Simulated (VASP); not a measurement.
# FeO (Wuestite) (Fm-3m) in VASP: a series of runs

Aim: see how the results for FeO (Wuestite) move with the level of theory and the settings. Levels: LDA, RPBE+D4. Tasks: single point.

Program: VASP 6.6.1. These are calculated values, not measurements. Logs are shortened: lines on timing, memory, paths and dates and some standing lists are left out, and cuts for length are marked.

**1. The cell of the first run**

It takes space group Fm-3m (No. 225, cubic). The conventional cell has a = 4.395 Å, b = 4.395 Å, c = 4.395 Å, α = 90.00°, β = 90.00°, γ = 90.00°. Within 2.9 Å of Fe (site symmetry m-3m) lie 6 O at 2.20 Å. O (site symmetry m-3m) has 6 Fe at 2.20 Å within 2.9 Å.

**2. Single point, LDA, collinear spin, ferromagnetic start**

File INCAR:

```
ALGO = Normal ; EDIFF = 1E-6
ENCUT = 520 ; GGA = CA
ISIF = 2 ; ISMEAR = -1
ISPIN = 2 ; LASPH = T
LCHARG = F ; LMAXMIX = 4
LORBIT = 11 ; LREAL = F
LWAVE = F ; MAGMOM = 3 0
NBANDS = 18 ; NELM = 150
PREC = Accurate ; SIGMA = 0.05
```

File KPOINTS:

```
k-points
0
Gamma
  11 11 11
```

File POSCAR:

```
FeO
1.0
    0.0000000000      2.1976734774      2.1976734774
    2.1976734774      0.0000000000      2.1976734774
    2.1976734774      2.1976734774      0.0000000000
Fe O
1 1
Direct
    0.0000000000      0.0000000000      0.0000000000
    0.5000000000      0.5000000000      0.5000000000
```

Potentials or basis: VASP PAW LDA potentials, release 64 (Fe, O).

Run with:

```bash
$ cat potpaw_LDA.64/Fe/POTCAR potpaw_LDA.64/O/POTCAR > POTCAR
$ mpirun -np 1 vasp_std > vasp.out
```

OUTCAR:

```text
EDIFF = 1E-6
   ENCUT = 520
   GGA = CA
   ISIF = 2
   ISMEAR = -1
   ISPIN = 2
   LASPH = T
   LORBIT = 11
   LREAL = F
   NELM = 150
   PREC = Accurate

 ion  position               nearest neighbor table
   1  0.000  0.000  0.000-   2 2.20   2 2.20   2 2.20   2 2.20   2 2.20   2 2.20
   2  0.500  0.500  0.500-   1 2.20   1 2.20   1 2.20   1 2.20   1 2.20   1 2.20

  LATTYP: Found a face centered cubic cell.
 ALAT       =     4.3953469548

  Lattice vectors:

 A1 = (   0.0000000000,   2.1976734774,   2.1976734774)
 A2 = (   2.1976734774,   0.0000000000,   2.1976734774)
 A3 = (   2.1976734774,   2.1976734774,   0.0000000000)

Analysis of symmetry for initial positions (statically):
=====================================================================
 Subroutine PRICEL returns:
 Original cell was already a primitive cell.

 Routine SETGRP: Setting up the symmetry group for a
 face centered cubic supercell.

 Subroutine GETGRP returns: Found 48 space group operations
 (whereof 48 operations were pure point group operations)
 out of a pool of 48 trial point group operations.

The static configuration has the point symmetry O_h .

Analysis of symmetry for dynamics (positions and initial velocities):
=====================================================================
 Subroutine PRICEL returns:
 Original cell was already a primitive cell.

 Routine SETGRP: Setting up the symmetry group for a
 face centered cubic supercell.

 Subroutine GETGRP returns: Found 48 space group operations
 (whereof 48 operations were pure point group operations)
 out of a pool of 48 trial point group operations.

The dynamic configuration has the point symmetry O_h .

Analysis of structural, dynamic, and magnetic symmetry:
=====================================================================
 Subroutine PRICEL returns:
 Original cell was already a primitive cell.

 Routine SETGRP: Setting up the symmetry group for a
 face centered cubic supercell.

 Subroutine GETGRP returns: Found 48 space group operations
 (whereof 48 operations were pure point group operations)
 out of a pool of 48 trial point group operations.

The overall configuration has the point symmetry O_h .

 Subroutine INISYM returns: Found 48 space group operations
 (whereof 48 operations are pure point group operations),
 and found     1 'primitive' translations

----------------------------------------------------------------------------------------

                                     Primitive cell

  volume of cell :      21.2285

  direct lattice vectors                    reciprocal lattice vectors
     0.000000000  2.197673477  2.197673477    -0.227513325  0.227513325  0.227513325
     2.197673477  0.000000000  2.197673477     0.227513325 -0.227513325  0.227513325
     2.197673477  2.197673477  0.000000000     0.227513325  0.227513325 -0.227513325

  length of vectors
     3.107979637  3.107979637  3.107979637     0.394064638  0.394064638  0.394064638

  position of ions in fractional coordinates (direct lattice)
     0.000000000  0.000000000  0.000000000
     0.500000000  0.500000000  0.500000000

  ion indices of the primitive-cell ions
   primitive index   ion index
                 1           1
                 2           2

----------------------------------------------------------------------------------------

 KPOINTS: k-points

Automatic generation of k-mesh.
 Grid dimensions read from file:
 generate k-points for:   11   11   11

 Generating k-lattice:

  Cartesian coordinates                     Fractional coordinates (reciprocal lattice)
    -0.020683030  0.020683030  0.020683030     0.090909091  0.000000000  0.000000000
     0.020683030 -0.020683030  0.020683030     0.000000000  0.090909091  0.000000000
     0.020683030  0.020683030 -0.020683030     0.000000000  0.000000000  0.090909091

  Length of vectors
     0.035824058  0.035824058  0.035824058

  Shift w.r.t. Gamma in fractional coordinates (k-lattice)
     0.000000000  0.000000000  0.000000000

 Subroutine IBZKPT returns following result:
 ===========================================

 Found     56 irreducible k-points:

 Following reciprocal coordinates:
            Coordinates               Weight
  0.000000  0.000000  0.000000      1.000000
  0.090909  0.000000  0.000000      8.000000
  0.181818  0.000000  0.000000      8.000000
  0.272727  0.000000  0.000000      8.000000
  0.363636  0.000000  0.000000      8.000000
  0.454545  0.000000  0.000000      8.000000
[... 16 lines left out ...]
 -0.272727  0.181818  0.000000     24.000000
 -0.181818  0.181818  0.000000     12.000000
 [... further k-points ...]
   k-points           NKPTS =     56   k-points in BZ     NKDIM =     56   number of bands    NBANDS=     18
   number of dos      NEDOS =    301   number of ions     NIONS =      2
   total plane-waves  NPLWV =  13824
   dimension x,y,z NGX =    24 NGY =   24 NGZ =   24
   dimension x,y,z NGXF=    48 NGYF=   48 NGZF=   48
   ions per type =               1   1
   NGX,Y,Z   is equivalent  to a cutoff of  12.84, 12.84, 12.84 a.u.
   NGXF,Y,Z  is equivalent  to a cutoff of  25.68, 25.68, 25.68 a.u.
 SYSTEM =  unknown system
   PREC   = accura    normal or accurate (medium, high low for compatibility)
   ISTART =      0    job   : 0-new  1-cont  2-samecut
   ICHARG =      2    charge: 1-file 2-atom 10-const
   ISPIN  =      2    spin polarized calculation?
   LNONCOLLINEAR =      F non collinear calculations
   LSORBIT =      F    spin-orbit coupling
   LASPH  =      T    aspherical Exc in radial PAW
   ENCUT  =  520.0 eV  38.22 Ry    6.18 a.u.   5.78  5.78  5.78*2*pi/ulx,y,z
   NELM   =    150;   NELMIN=  2; NELMDL= -5     # of ELM steps
   EDIFF  = 0.1E-05   stopping-criterion for ELM
   LREAL  =      F    real-space projection
   EDIFFG = 0.1E-04   stopping-criterion for IOM
   NSW    =      0    number of steps for IOM
   IBRION =     -1    ionic relax: 0-MD 1-quasi-New 2-CG
   NFREE  =      0    steps in history (QN), initial steepest desc. (CG)
   ISIF   =      2    stress and relaxation
   ISYM   =      2    0-nonsym 1-usesym 2-fastsym
   POTIM  = 0.5000    time-step for ionic-motion
   TEBEG  =    0.0;   TEEND  =   0.0 temperature during run
   PSTRESS=    0.0 pullay stress
   NELECT =      14.0000    total number of electrons
   NUPDOWN=      -1.0000    fix difference up-down
   EMIN   =  10.00;   EMAX   =-10.00  energy-range for DOS
   EFERMI =   0.00;   METHOD = LEGACY
   ISMEAR =    -1;   SIGMA  =   0.05  broadening in eV -4-tet -1-fermi 0-gaus
   EFERMI_NEDOS =   21; number of points for ismear=-14 and -15
   IALGO  =     38    algorithm
   IMIX   =      4    mixing-type and parameters
     AMIX     =   0.40;   BMIX     =  1.00
     AMIX_MAG =   1.60;   BMIX_MAG =  1.00
  volume/ion in A,a.u.               =      10.61        71.63
  Fermi-wavevector in a.u.,A,eV,Ry     =   1.424987  2.692836 27.627840  2.030589
  Thomas-Fermi vector in A             =   2.545420
   LORBIT       =     11    0 simple, 1 ext, 2 COOP (PROOUT), +10 PAW based schemes
   GGA     = CA    functional components
   LHFCALC =     F    Hartree Fock is set to
   AEXX    =    0.0000 exact exchange contribution
   IVDW    =     0    specifies the selected vdW correction
   LEPSILON=     F    determine dielectric tensor
   LRPA    =     F    only Hartree local field effects (RPA)
 spin polarized calculation
  energy-cutoff  :      520.00
  volume of cell :       21.23
 maximum number of plane-waves:       584
   NGX = 11   NGY = 11   NGZ = 11

 number of electron      14.0000002 magnetization       3.9997381

 Free energy of the ion-electron system (eV)
  ---------------------------------------------------
  ext. energy  EPLUGINS =         0.00000000
  ---------------------------------------------------
  free energy    TOTEN  =       -16.26251708 eV

  energy without entropy =      -16.24899281  energy(sigma->0) =      -16.25575494

 E-fermi :   5.1929     XC(G=0): -12.3081

 val. band max:        5.1912640766   @ k =  -0.2727   0.3636   0.0909
 cond. band min:       5.1931420060   @ k =   0.0000   0.0000   0.0000
 fundamental gap:      0.0018779294
 Fermi energy:         5.1928736514

 spin component 1

 k-point     1 :       0.0000    0.0000    0.0000
  band No.  band energies     occupation
      1     -14.7065      1.00000
      2       1.6366      1.00000
      3       1.6366      1.00000
      4       1.6366      1.00000
      5       1.6602      1.00000
      6       1.6602      1.00000
[... 10 lines left out ...]
     17      24.7387      0.00000
     18      28.1498      0.00000

 k-point     2 :       0.0909    0.0000    0.0000
  band No.  band energies     occupation
      1     -14.6308      1.00000
      2       0.7999      1.00000
      3       0.9426      1.00000
      4       0.9426      1.00000
      5       1.7150      1.00000
      6       1.7150      1.00000
[... 10 lines left out ...]
     17      25.8520      0.00000
     18      29.2850      0.00000

 k-point     3 :       0.1818    0.0000    0.0000
  band No.  band energies     occupation
      1     -14.4197      1.00000
      2      -0.3916      1.00000
      3       0.2402      1.00000
      4       0.2402      1.00000
      5       1.8626      1.00000
      6       1.8626      1.00000
[... 10 lines left out ...]
     17      28.2394      0.00000
     18      31.2229      0.00000

 k-point     4 :       0.2727    0.0000    0.0000
  band No.  band energies     occupation
      1     -14.1246      1.00000
      2      -1.5511      1.00000
      3      -0.3285      1.00000
      4      -0.3285      1.00000
      5       2.0625      1.00000
      6       2.0625      1.00000
[... 375 lines left out ...]
      4      -0.8628      1.00000
      5       2.2979      1.00000
      6       2.3093      1.00000
[... 10 lines left out ...]
     17      31.0979      0.00000
     18      31.9678      0.00000

 k-point    23 :      -0.2727    0.1818    0.0000
  band No.  band energies     occupation
      1     -13.8109      1.00000
      2      -2.1476      1.00000
      3      -0.7773      1.00000
      4      -0.5498      1.00000
      5       2.1242      1.00000
      6       2.3052      1.00000
[... 10 lines left out ...]
     17      30.8022      0.00000
     18      32.3858      0.00000

 k-point    24 :      -0.1818    0.1818    0.0000
  band No.  band energies     occupation
      1     -14.0516      1.00000
      2      -1.6240      1.00000
      3      -0.5393      1.00000
      4      -0.0977      1.00000
      5       1.9609      1.00000
      6       2.2356      1.00000
[... 10 lines left out ...]
     17      30.6892      0.00000
     18      32.4783      0.00000

 [... further k-points ...]

 spin component 2

 k-point     1 :       0.0000    0.0000    0.0000
  band No.  band energies     occupation
      1     -14.1529      1.00000
      2       2.2467      1.00000
      3       2.2467      1.00000
      4       2.2467      1.00000
      5       4.5284      1.00000
      6       4.5284      1.00000
[... 10 lines left out ...]
     17      26.0005      0.00000
     18      29.2544      0.00000

 k-point     2 :       0.0909    0.0000    0.0000
  band No.  band energies     occupation
      1     -14.0765      1.00000
      2       1.6170      1.00000
      3       2.0070      1.00000
      4       2.0070      1.00000
      5       4.6216      0.99999
      6       4.6216      0.99999
[... 10 lines left out ...]
     17      27.0034      0.00000
     18      30.4316      0.00000

 k-point     3 :       0.1818    0.0000    0.0000
  band No.  band energies     occupation
      1     -13.8636      1.00000
      2       0.4188      1.00000
      3       1.5069      1.00000
      4       1.5069      1.00000
      5       4.8147      0.99948
      6       4.8360      0.99921
[... 10 lines left out ...]
     17      29.1636      0.00000
     18      32.3636      0.00000

 k-point     4 :       0.2727    0.0000    0.0000
  band No.  band energies     occupation
      1     -13.5659      1.00000
      2      -0.7649      1.00000
      3       1.0094      1.00000
      4       1.0094      1.00000
      5       5.0850      0.89642
      6       5.1086      0.84362
[... 375 lines left out ...]
      4       0.4704      1.00000
      5       5.4122      0.01230
      6       5.4221      0.01011
[... 10 lines left out ...]
     17      31.7114      0.00000
     18      32.6824      0.00000

 k-point    23 :      -0.2727    0.1818    0.0000
  band No.  band energies     occupation
      1     -13.2451      1.00000
      2      -1.3283      1.00000
      3       0.4459      1.00000
      4       0.5872      1.00000
      5       5.1863      0.53272
      6       5.3258      0.06549
[... 10 lines left out ...]
     17      31.4343      0.00000
     18      33.2072      0.00000

 k-point    24 :      -0.1818    0.1818    0.0000
  band No.  band energies     occupation
      1     -13.4903      1.00000
      2      -0.7739      1.00000
      3       0.8379      1.00000
      4       0.9129      1.00000
      5       4.9659      0.98944
      6       5.1828      0.55006
[... 10 lines left out ...]
     17      31.4752      0.00000
     18      33.2609      0.00000

 [... further k-points ...]
[... 5 lines left out ...]
  --------------------------------------------------------------------------------------
  -------------------------------------------------------------------------------------
  Total       -3.1042142     -3.1042142     -3.1042142      0.0000000      0.0000000     -0.0000000
  in kB     -234.2840727   -234.2840727   -234.2840727      0.0000000      0.0000000     -0.0000000
  external PRESSURE =    -234.2840727 kB  Pullay stress =       0.0000000 kB

 VOLUME and BASIS-vectors are now :
 -----------------------------------------------------------------------------
  energy-cutoff  :      520.00
  volume of cell :       21.23
      direct lattice vectors                 reciprocal lattice vectors
     0.000000000  2.197673477  2.197673477    -0.227513325  0.227513325  0.227513325
     2.197673477  0.000000000  2.197673477     0.227513325 -0.227513325  0.227513325
     2.197673477  2.197673477  0.000000000     0.227513325  0.227513325 -0.227513325

 POSITION                                       TOTAL-FORCE (eV/Angst)
 -----------------------------------------------------------------------------------
      0.00000      0.00000      0.00000         0.000000      0.000000     -0.000000
      2.19767      2.19767      2.19767         0.000000      0.000000      0.000000
 -----------------------------------------------------------------------------------
    total drift:                                0.000000     -0.000000      0.000000

  FREE ENERGIE OF THE ION-ELECTRON SYSTEM (eV)
  ---------------------------------------------------
  free  energy   TOTEN  =       -16.2625170751 eV

  energy  without entropy=      -16.2489928122  energy(sigma->0) =      -16.25575494

 total charge

# of ion       s       p       d       tot
------------------------------------------
    1        0.278   0.327   6.069   6.674
    2        1.544   3.378   0.000   4.922
--------------------------------------------------
tot          1.823   3.705   6.069  11.596

 magnetization (x)

# of ion       s       p       d       tot
------------------------------------------
    1        0.024   0.020   3.539   3.582
    2        0.028   0.280   0.000   0.308
--------------------------------------------------
tot          0.052   0.299   3.539   3.890
```

It took 18 s on 1 thread of Intel Xeon 6975P-C, shared host; peak memory 0.16 GiB.

What came out:

- Free energy: -16.2625 eV
- Pressure: -23.4 GPa
- Band gap on the k mesh: zero (filled and empty bands overlap)
- Net moment: 4.00 μB per cell
- Site moments: Fe +3.58; O +0.31 μB
- Valence electrons inside the program's atomic spheres: Fe 6.67; O 4.92

Levels at points of the mesh, in eV from the Fermi level:
Spin up:
| k point | band 5 | band 6 | band 7 | band 8 | band 9 | band 10 | band 11 | band 12 | band 13 | band 14 |
| --- | --- | --- | --- | --- | --- | --- | --- | --- | --- | --- |
| (0.00, 0.00, 0.00) | -3.53 | -3.53 | -3.53 | -3.34 | -3.34 | -0.07 | 15.20 | 16.53 | 16.53 | 16.53 |
Spin down:
```csv
k point,band 3,band 4,band 5,band 6,band 7,band 8
"(0.00, 0.00, 0.00)",-2.95,-2.95,-0.66,-0.66,-0.66,0.00
```

Caveat: a cell with one magnetic atom can't hold antiferromagnetic order, which such compounds often take; semilocal functionals often make such compounds metallic where correlation or magnetic order opens a gap, which also shifts bond lengths. With open d or f shells a metallic result of LDA can be an artefact of self-interaction; +U or a hybrid may open a gap.

**3. Single point, RPBE+D4, collinear spin, ferromagnetic start**

This run uses another cell than the first one, of 10.01 Å³/atom, 0.943 times its volume.

File INCAR:

```
SYSTEM = FeO
PREC = Accurate ; ENCUT = 520
EDIFF = 1E-6 ; ISMEAR = -5
SIGMA = 0.05 ; LREAL = .FALSE.
LASPH = .TRUE. ; NELM = 150
ALGO = Normal ; ISIF = 2
LWAVE = .FALSE. ; LCHARG = .FALSE.
ISPIN = 2 ; MAGMOM = 3 0
LORBIT = 11 ; LMAXMIX = 4
GGA = RP ; IVDW = 13
NBANDS = 18
```

File KPOINTS:

```
Automatic mesh
0
G
  11 11 11
  0 0 0
```

File POSCAR:

```
FeO
1.0
    0.0000000000      2.1554000000      2.1554000000
    2.1554000000      0.0000000000      2.1554000000
    2.1554000000      2.1554000000      0.0000000000
Fe O
1 1
Direct
    0.0000000000      0.0000000000      0.0000000000
    0.5000000000      0.5000000000      0.5000000000
```

Potentials or basis: VASP PAW PBE potentials, release 64 (Fe, O).

Run with:

```bash
$ cat potpaw_PBE.64/Fe/POTCAR potpaw_PBE.64/O/POTCAR > POTCAR
$ mpirun -np 1 vasp_std > vasp.out
```

Run time: 28 s. Hardware: 1 thread of AMD EPYC 7R13, shared host; peak memory 0.17 GiB.

It converged, with:

- Free energy: -15.5446 eV
- Pressure: -3.8 GPa
- Band gap on the k mesh: zero (filled and empty bands overlap)
- Net moment: 4.00 μB per cell
- Site moments: Fe +3.63; O +0.30 μB
- Valence electrons inside the program's atomic spheres: Fe 6.72; O 5.01
- Dispersion energy per atom: -0.712 eV

Levels at points of the mesh, in eV from the Fermi level:
Spin up:
```csv
k point,band 5,band 6,band 7,band 8,band 9,band 10,band 11,band 12,band 13,band 14
"(0.00, 0.00, 0.00)",-3.81,-3.81,-3.81,-3.74,-3.74,0.11,15.52,17.06,17.06,17.06
```
Spin down:
| k point | band 2 | band 3 | band 4 | band 5 | band 6 | band 7 | band 8 | band 9 |
| --- | --- | --- | --- | --- | --- | --- | --- | --- |
| (0.00, 0.00, 0.00) | -3.25 | -3.25 | -3.25 | -0.71 | -0.71 | -0.71 | 0.26 | 0.26 |

Caveat: the PAW data sets were made with another functional, which shifts forces and pressure a little; a cell with one magnetic atom can't hold antiferromagnetic order, which such compounds often take; semilocal functionals often make such compounds metallic where correlation or magnetic order opens a gap, which also shifts bond lengths; pairwise dispersion overbinds metals, which lowers pressure and volume; tetrahedron occupations give inexact forces and stress in metals.
